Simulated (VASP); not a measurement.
# MgSe (Fm-3m) in VASP: G0W0 quasiparticle levels with PBE

Aim: the G0W0 quasiparticle levels of MgSe with PBE.

Everything below comes from runs of VASP 6.6.1. Logs are shortened: lines on timing, memory, paths and dates and some standing lists are left out, and cuts for length are marked.

### Step 1. The cell of the first run

Symmetry: Fm-3m, No. 225, cubic system. The conventional cell has a = 5.473 Å, b = 5.473 Å, c = 5.473 Å, α = 90.00°, β = 90.00°, γ = 90.00°. Within 3.6 Å of Mg (site symmetry m-3m) lie 6 Se at 2.74 Å. Within 3.6 Å of Se (site symmetry m-3m) lie 6 Mg at 2.74 Å.

### Step 2. G0W0 quasiparticle levels, PBE

POSCAR

```
MgSe
1.0
    0.0000000000      2.7362727020      2.7362727020
    2.7362727020      0.0000000000      2.7362727020
    2.7362727020      2.7362727020      0.0000000000
Mg Se
1 1
Direct
    0.0000000000      0.0000000000      0.0000000000
    0.5000000000      0.5000000000      0.5000000000
```

INCAR.step1

```
SYSTEM = MgSe
ALGO = Normal ; EDIFF = 1E-8
ENCUT = 500 ; GGA = PE
ISMEAR = 0 ; LASPH = .True.
LCHARG = .False. ; LREAL = .False.
LWAVE = .True. ; NELM = 60
PREC = Accurate ; SIGMA = 0.01
```

INCAR.step2

```
SYSTEM = MgSe
ALGO = Exact ; EDIFF = 1E-8
ENCUT = 500 ; GGA = PE
ISMEAR = 0 ; ISTART = 1
LASPH = .True. ; LCHARG = .False.
LOPTICS = .True. ; LREAL = .False.
LWAVE = .True. ; NBANDS = 126
NELM = 1 ; PREC = Accurate
SIGMA = 0.01
```

INCAR.step3

```
SYSTEM = MgSe
ALGO = EVGW0 ; EDIFF = 1E-8
ENCUT = 500 ; ENCUTGW = 120.0
GGA = PE ; ISMEAR = 0
ISTART = 1 ; LASPH = .True.
LCHARG = .False. ; LREAL = .False.
LWAVE = .False. ; NBANDS = 126
NBANDSGW = 12 ; NELMGW = 1
NOMEGA = 96 ; OMEGAMAX = 30
PREC = Accurate ; PRECFOCK = Fast
SIGMA = 0.01
```

KPOINTS

```
k-points
0
Gamma
  6 6 6
  0 0 0
```

Potentials or basis: VASP PAW PBE potentials, release 64 (Mg_GW, Se_GW).

Command:

```sh
$ cat potpaw_PBE.64/Mg_GW/POTCAR potpaw_PBE.64/Se_GW/POTCAR > POTCAR
$ cp INCAR.step1 INCAR
$ mpirun -np 1 vasp_std > vasp.out
$ cp INCAR.step2 INCAR
$ mpirun -np 1 vasp_std > vasp.out
$ cp INCAR.step3 INCAR
$ mpirun -np 1 vasp_std > vasp.out
```

OUTCAR:

```text
SYSTEM = MgSe
   EDIFF = 1E-8
   ENCUT = 500
   ENCUTGW = 120.0
   GGA = PE
   ISMEAR = 0
   ISTART = 1
   LASPH = .True.
   LREAL = .False.
   NELMGW = 1
   PREC = Accurate
   PRECFOCK = Fast

 ion  position               nearest neighbor table
   1  0.000  0.000  0.000-
   2  0.500  0.500  0.500-

  LATTYP: Found a face centered cubic cell.
 ALAT       =     5.4725454040

  Lattice vectors:

 A1 = (   0.0000000000,   2.7362727020,   2.7362727020)
 A2 = (   2.7362727020,   0.0000000000,   2.7362727020)
 A3 = (   2.7362727020,   2.7362727020,   0.0000000000)

Analysis of symmetry for initial positions (statically):
=====================================================================
 Subroutine PRICEL returns:
 Original cell was already a primitive cell.

 Routine SETGRP: Setting up the symmetry group for a
 face centered cubic supercell.

 Subroutine GETGRP returns: Found 48 space group operations
 (whereof 48 operations were pure point group operations)
 out of a pool of 48 trial point group operations.

The static configuration has the point symmetry O_h .

Analysis of symmetry for dynamics (positions and initial velocities):
=====================================================================
 Subroutine PRICEL returns:
 Original cell was already a primitive cell.

 Routine SETGRP: Setting up the symmetry group for a
 face centered cubic supercell.

 Subroutine GETGRP returns: Found 48 space group operations
 (whereof 48 operations were pure point group operations)
 out of a pool of 48 trial point group operations.

The dynamic configuration has the point symmetry O_h .

 Subroutine INISYM returns: Found 48 space group operations
 (whereof 48 operations are pure point group operations),
 and found     1 'primitive' translations

----------------------------------------------------------------------------------------

                                     Primitive cell

  volume of cell :      40.9740

  direct lattice vectors                    reciprocal lattice vectors
     0.000000000  2.736272702  2.736272702    -0.182730325  0.182730325  0.182730325
     2.736272702  0.000000000  2.736272702     0.182730325 -0.182730325  0.182730325
     2.736272702  2.736272702  0.000000000     0.182730325  0.182730325 -0.182730325

  length of vectors
     3.869673966  3.869673966  3.869673966     0.316498207  0.316498207  0.316498207

  position of ions in fractional coordinates (direct lattice)
     0.000000000  0.000000000  0.000000000
     0.500000000  0.500000000  0.500000000

  ion indices of the primitive-cell ions
   primitive index   ion index
                 1           1
                 2           2

----------------------------------------------------------------------------------------

 KPOINTS: k-points

Automatic generation of k-mesh.
 Grid dimensions read from file:
 generate k-points for:    6    6    6

 Generating k-lattice:

  Cartesian coordinates                     Fractional coordinates (reciprocal lattice)
    -0.030455054  0.030455054  0.030455054     0.166666667  0.000000000  0.000000000
     0.030455054 -0.030455054  0.030455054     0.000000000  0.166666667  0.000000000
     0.030455054  0.030455054 -0.030455054     0.000000000  0.000000000  0.166666667

  Length of vectors
     0.052749701  0.052749701  0.052749701

  Shift w.r.t. Gamma in fractional coordinates (k-lattice)
     0.000000000  0.000000000  0.000000000

 Subroutine IBZKPT returns following result:
 ===========================================

 Found     16 irreducible k-points:

 Following reciprocal coordinates:
            Coordinates               Weight
  0.000000  0.000000  0.000000      1.000000
  0.166667  0.000000  0.000000      8.000000
  0.333333  0.000000  0.000000      8.000000
  0.500000  0.000000  0.000000      4.000000
  0.166667  0.166667  0.000000      6.000000
  0.333333  0.166667  0.000000     24.000000
[... 8 lines left out ...]
 -0.333333  0.333333  0.166667     24.000000
 -0.333333  0.500000  0.166667     12.000000
   k-points           NKPTS =     16   k-points in BZ     NKDIM =    216   number of bands    NBANDS=    126
   number of dos      NEDOS =    301   number of ions     NIONS =      2
   total plane-waves  NPLWV =  21952
   dimension x,y,z NGX =    28 NGY =   28 NGZ =   28
   dimension x,y,z NGXF=    56 NGYF=   56 NGZF=   56
   ions per type =               1   1
   NGX,Y,Z   is equivalent  to a cutoff of  12.03, 12.03, 12.03 a.u.
   NGXF,Y,Z  is equivalent  to a cutoff of  24.06, 24.06, 24.06 a.u.
 SYSTEM =  MgSe
   PREC   = accura    normal or accurate (medium, high low for compatibility)
   ISTART =      1    job   : 0-new  1-cont  2-samecut
   ICHARG =      0    charge: 1-file 2-atom 10-const
   ISPIN  =      1    spin polarized calculation?
   LNONCOLLINEAR =      F non collinear calculations
   LSORBIT =      F    spin-orbit coupling
   LASPH  =      T    aspherical Exc in radial PAW
   ENCUT  =  500.0 eV  36.75 Ry    6.06 a.u.   7.06  7.06  7.06*2*pi/ulx,y,z
   NELM   =     60;   NELMIN=  2; NELMDL=  0     # of ELM steps
   EDIFF  = 0.1E-07   stopping-criterion for ELM
   LREAL  =      F    real-space projection
   EDIFFG = 0.1E-06   stopping-criterion for IOM
   NSW    =      0    number of steps for IOM
   IBRION =     -1    ionic relax: 0-MD 1-quasi-New 2-CG
   NFREE  =      0    steps in history (QN), initial steepest desc. (CG)
   ISIF   =      0    stress and relaxation
   ISYM   =      3    0-nonsym 1-usesym 2-fastsym
   POTIM  = 0.5000    time-step for ionic-motion
   TEBEG  =    0.0;   TEEND  =   0.0 temperature during run
   PSTRESS=    0.0 pullay stress
   NELECT =       8.0000    total number of electrons
   NUPDOWN=      -1.0000    fix difference up-down
   EMIN   =  10.00;   EMAX   =-10.00  energy-range for DOS
   EFERMI =   0.00;   METHOD = LEGACY
   ISMEAR =     0;   SIGMA  =   0.01  broadening in eV -4-tet -1-fermi 0-gaus
   EFERMI_NEDOS =   21; number of points for ismear=-14 and -15
   IALGO  =     38    algorithm
   IMIX   =      4    mixing-type and parameters
     AMIX     =   0.40;   BMIX     =  1.00
     AMIX_MAG =   1.60;   BMIX_MAG =  1.00
  volume/ion in A,a.u.               =      20.49       138.25
  Fermi-wavevector in a.u.,A,eV,Ry     =   0.949734  1.794738 12.272390  0.901995
  Thomas-Fermi vector in A             =   2.078045
   LORBIT       =      0    0 simple, 1 ext, 2 COOP (PROOUT), +10 PAW based schemes
   GGA     = PE    functional components
   LHFCALC =     T    Hartree Fock is set to
   PRECFOCK=fast      Normal, Fast or Accurate (Low or Medium for compatibility)
   ENCUT4O =  -1.0   cutoff for four orbital integrals eV
   NKREDX  =     1    reduce k-point grid by
   NKREDY  =     1    reduce k-point grid by
   NKREDZ  =     1    reduce k-point grid by
   AEXX    =    1.0000 exact exchange contribution
   HFSCREEN=    0.0000 screening length (either q_TF or 0.3 A-1)
   HFSCREENC=   0.0000 screening length for correlation (either q_TF or 0.3 A-1)
   ENCUTFOCK=  -1.0 apply spherical cutoff to Coloumb kernel
   IVDW    =     0    specifies the selected vdW correction
   LEPSILON=     F    determine dielectric tensor
   LRPA    =     F    only Hartree local field effects (RPA)
   LRPAFORCE           =     F    calculate RPA forces
   ENCUTGW             = 120.0    cutoff for response function in eV
   ENCUTGWSOFT         =  96.0    soft cutoff for Coulomb kernel in GW response function in eV
   ENCUTLF             =  -1.0    cutoff for local field effects
   NELMGW              =     1    number of iterations in solving QP/BSE equation
   NELMHF              =     1    number of iterations in the inner HF iteration
   NKREDLFX            =     1    NKREDLFY  =   1   NKREDLFZ  =   1
 non-spin polarized calculation
 Gauss-broadening in eV      SIGMA  =   0.01
  energy-cutoff  :      500.00
  volume of cell :       40.97
 maximum number of plane-waves:      1056
  NGX = 16; NGY = 16; NGZ = 16
   NGX = 15   NGY = 15   NGZ = 15
 maximum number of plane-waves:       129

 QP shifts <psi_nk| G(iteration)W_0 |psi_nk>: iteration 1
 for sc-GW calculations column KS-energies equals QP-energies in previous step
 and V_xc(KS)=  KS-energies - (<T + V_ion + V_H > + <T+V_H+V_ion>^1  + <V_x>^1)

 k-point   1 :       0.0000    0.0000    0.0000
  band No.  KS-energies  QP-energies   sigma(KS)   V_xc(KS)     V^pw_x(r,r')   Z            occupation Imag(sigma)

      1      -9.7492     -10.4780     -13.0935     -12.0347     -19.6913       0.6882       2.0000       1.3605
      2       3.1318       2.3398     -13.1583     -12.1296     -14.6223       0.7698       2.0000       0.0594
      3       3.1318       2.3398     -13.1583     -12.1296     -14.6223       0.7698       2.0000       0.0594
      4       3.1318       2.3398     -13.1583     -12.1296     -14.6223       0.7698       2.0000       0.0594
      5       5.6333       6.1905      -8.7709      -9.4711      -5.2895       0.7957       0.0000      -0.0775
      6      10.5456      10.8531      -8.1496      -8.5444      -3.8306       0.7788       0.0000      -0.1248
      7      10.5456      10.8531      -8.1496      -8.5444      -3.8306       0.7788       0.0000      -0.1248
      8      10.5456      10.8531      -8.1496      -8.5444      -3.8306       0.7788       0.0000      -0.1248
      9      13.0783      13.4859      -8.8510      -9.3866      -4.0327       0.7612       0.0000      -0.2300
     10      13.0783      13.4859      -8.8510      -9.3866      -4.0327       0.7612       0.0000      -0.2300
     11      14.0952      14.0886      -7.1517      -7.1429      -1.8559       0.7503       0.0000      -0.2928
     12      14.2630      14.6476      -7.7854      -8.3048      -2.1686       0.7403       0.0000      -0.4032

 k-point   2 :       0.1667    0.0000    0.0000
  band No.  KS-energies  QP-energies   sigma(KS)   V_xc(KS)     V^pw_x(r,r')   Z            occupation Imag(sigma)
[... 225 lines left out ...]
      1      -8.3149      -8.8724     -13.7894     -12.9919     -19.9851       0.6991       2.0000       1.0894
      2      -0.6433      -1.6134     -11.5633     -10.2296     -14.2150       0.7274       2.0000       0.1588
      3       0.4942      -0.4444     -11.8921     -10.6312     -14.0856       0.7444       2.0000       0.1101
      4       0.7660      -0.0860     -11.6935     -10.5573     -13.6785       0.7498       2.0000       0.0983
      5       6.6764       7.1073      -8.7436      -9.2931      -5.1540       0.7842       0.0000      -0.0882
      6       8.9402       9.1965      -8.3533      -8.6802      -4.2837       0.7840       0.0000      -0.1061
      7      11.2597      11.7202      -8.5373      -9.1466      -3.7167       0.7557       0.0000      -0.2002
      8      12.5670      12.9223      -9.2344      -9.7072      -4.2869       0.7515       0.0000      -0.2239
      9      15.5919      16.0132      -8.8751      -9.4465      -3.0143       0.7374       0.0000      -0.5368
     10      16.8921      17.2510      -8.6234      -9.1036      -2.6993       0.7474       0.0000      -0.6283
     11      17.6360      18.1210      -9.0841      -9.7218      -3.3124       0.7605       0.0000      -0.6397
     12      19.2596      19.5712      -9.6307     -10.0415      -3.7196       0.7585       0.0000      -0.6822
```

It took 3.7 min on 1 thread of Intel Xeon 6975P-C (Granite Rapids), shared host; peak memory 0.75 GiB.

Results:

| Property | Result |
| --- | --- |
| Quasiparticle gap | 2.99 eV |
| Least direct quasiparticle gap | 3.85 eV |
| Band gap of the starting levels on the mesh | 1.78 eV |
| Least direct gap of the starting levels on the mesh | 2.50 eV |

Caveat: bands, screening cutoff and mesh are small and nothing is extrapolated, so the quasiparticle values aren't converged.
